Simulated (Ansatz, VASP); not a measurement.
V: VASP beside Ansatz

```xyz
1
Lattice="-1.4918 1.4918 1.4918 1.4918 -1.4918 1.4918 1.4918 1.4918 -1.4918" Properties=species:S:1:pos:R:3 pbc="T T T"
V     0.0000    0.0000    0.0000
```

Alike in both runs: task single point; functional r2SCAN; k mesh 15 × 15 × 15; occupations fermi-dirac, width 0.01 eV; no spin polarisation.

|  | VASP | Ansatz |
| --- | --- | --- |
| version | VASP 6.6.1 | Ansatz 0.2.0 |
| potentials or method | VASP PAW PBE potentials, release 64 (V_sv), cutoff 520 eV | plane waves (500 eV) with PAW, scalar-relativistic |
| valence electrons in the cell | 13 | 13 |

|  | VASP | Ansatz | Ansatz less VASP |
| --- | --- | --- | --- |
| pressure (GPa) | -0.1 | -0.8 | -0.71 |

VASP's potentials were made for PBE, not for r2SCAN. The functional is the same, so the differences come from potentials, cutoffs and numerics.
